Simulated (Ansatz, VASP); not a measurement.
**GaSb in VASP and in Ansatz**

```
Ga Sb
1.0
     0.00000    3.06588    3.06588
     3.06588    0.00000    3.06588
     3.06588    3.06588    0.00000
Ga Sb
1 1
Cartesian
  0.0000 0.0000 0.0000
  1.5329 1.5329 1.5329
```

Alike in both runs: task single point; functional r2SCAN; k mesh 8 × 8 × 8; occupations fermi-dirac, width 0.02 eV; no spin polarisation.

|  | VASP | Ansatz |
| --- | --- | --- |
| version | VASP 6.6.1 | Ansatz 0.2.0 |
| potentials or method | VASP PAW PBE potentials, release 64 (Ga_d, Sb_d_GW) | plane waves, PAW |
| plane-wave cutoff (eV) | 550 | 500 |
| valence electrons in the cell | 28 | 28 |

|  | VASP | Ansatz | Ansatz less VASP |
| --- | --- | --- | --- |
| pressure (GPa) | 0.0 | 0.0 | 0.00 |

VASP's potentials were made for PBE, not for r2SCAN. The functional is the same, so the differences come from potentials, cutoffs and numerics.

Neither program's run includes spin-orbit coupling.
